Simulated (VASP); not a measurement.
Wanted: the native input for a VASP 6.6.1 run.

```
Task                   : single point
Functional             : PBE
Potentials or basis    : VASP PAW PBE potentials, release 64 (Ba_sv)
Cutoff                 : 520 eV
k mesh                 : 12 × 12 × 8
Occupations            : gaussian, width 0.1 eV
Spin                   : no spin polarisation
Dipole correction      : no
Further INCAR settings : ALGO = Fast; EDIFF = 1e-07; NBANDS = 17
```

The structure of Ba lies in POSCAR:

```
Ba
1.0
    4.3692995802      0.0000000000      0.0000000000
   -2.1846497901      3.7839244332      0.0000000000
    0.0000000000      0.0000000000      7.2051143177
Ba
2
Direct
    0.3333333333      0.6666666667      0.7500000000
    0.6666666667      0.3333333333      0.2500000000
```

This cell differs from its parent crystal: volume scaled by 0.94, then relaxed in part.

One way to write it, as run:

INCAR

```
SYSTEM = Ba
PREC = Accurate
ENCUT = 520
EDIFF = 1E-7
ISMEAR = 0
SIGMA = 0.1
LREAL = .False.
LASPH = .True.
NELM = 80
ALGO = Fast
ISIF = 2
LWAVE = .False.
LCHARG = .False.
GGA = PE
NBANDS = 17
```

KPOINTS

```
regular mesh
0
Gamma
  12 12 8
  0 0 0
```

Potentials or basis: VASP PAW PBE potentials, release 64 (Ba_sv).

Run with:

```console
$ cat potpaw_PBE.64/Ba_sv/POTCAR > POTCAR
$ mpirun -np 1 vasp_std > vasp.out
```

It gave:

- Pressure: 0.6 GPa
- Band gap on the k mesh: zero (band 10 reaches 2.04 eV, above the bottom of band 11 at 1.61 eV)

Caveat: spin-orbit coupling is left out, which moves the levels of the heavy elements.

Wall time 68 s on 1 thread of Intel(R) Xeon(R) 6975P-C (Granite Rapids), with other jobs on the host, peak memory 0.33 GiB.
